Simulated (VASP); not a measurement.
AlGa3N4: single point with r2SCAN

Crystal: AlGa3N4.

```
CELL_PARAMETERS angstrom
4.35371 0.00000 0.00000
0.00000 4.35371 0.00000
0.00000 0.00000 4.68861
ATOMIC_POSITIONS crystal
Al 0.00000 0.00000 0.00000
Ga 0.50000 0.50000 0.00000
Ga 0.50000 0.00000 0.50000
Ga 0.00000 0.50000 0.50000
N 0.75535 0.75535 0.24465
N 0.75535 0.24465 0.75535
N 0.24465 0.75535 0.75535
N 0.24465 0.24465 0.24465
```

This cell differs from its parent crystal: strain -0.025 along x and y, +0.050 along z.

| Property | Result |
| --- | --- |
| Program | VASP 6.6.1 |
| Task | single point |
| Functional | r2SCAN |
| Potentials or basis | VASP PAW PBE potentials, release 64 (Al, Ga_d, N) |
| Cutoff | 520 eV |
| k mesh | 6 × 6 × 6 |
| Occupations | gaussian, width 0.05 eV |
| Spin | no spin polarisation |

The pressure is 0.8 GPa, the largest force is 0.103 eV/Å and the band gap on the k mesh is 2.68 eV, direct.

Forces on the atoms (eV/Å):
```
Al   0.000  0.000  0.000
Ga   0.000  0.000  0.000
Ga   0.000  0.000  0.000
Ga   0.000  0.000  0.000
N    0.073  0.073  0.009
N    0.073 -0.073 -0.009
N   -0.073  0.073 -0.009
N   -0.073 -0.073  0.009
```

Stress tensor (GPa, compression positive):
```
 4.77  0.00  0.00
 0.00  4.77  0.00
 0.00  0.00 -7.17
```

Levels at points of the mesh, in eV from the valence-band top:
```csv
k point,band 27,band 28,band 29,band 30,band 31,band 32,band 33,band 34,band 35,band 36
"(0.00, 0.00, 0.00)",-2.25,-2.25,-0.38,0.00,0.00,2.68,3.67,3.67,4.15,6.60
"(0.50, 0.00, 0.00)",-2.87,-1.87,-1.68,-1.54,-1.36,5.37,5.51,6.85,6.92,8.15
"(0.50, 0.50, 0.00)",-3.46,-0.79,-0.79,-0.76,-0.42,7.30,7.48,7.48,8.05,8.22
"(0.00, 0.00, 0.50)",-3.32,-1.38,-1.38,-1.06,-1.06,5.28,5.30,6.29,6.29,8.45
"(0.50, 0.00, 0.50)",-3.03,-1.34,-1.31,-1.21,-0.92,6.99,7.12,7.24,7.71,7.78
"(0.50, 0.50, 0.50)",-1.19,-0.72,-0.72,-0.57,-0.50,5.27,5.27,5.34,6.58,9.62
```

Wall time 2.9 min on 1 thread of Intel(R) Xeon(R) 6975P-C (Granite Rapids) (shared host), peak memory 0.27 GiB.

Caveat: the cell differs from its parent crystal (strain -0.025 along x and y, +0.050 along z); the PAW data sets were made with another functional, which shifts forces and pressure a little.
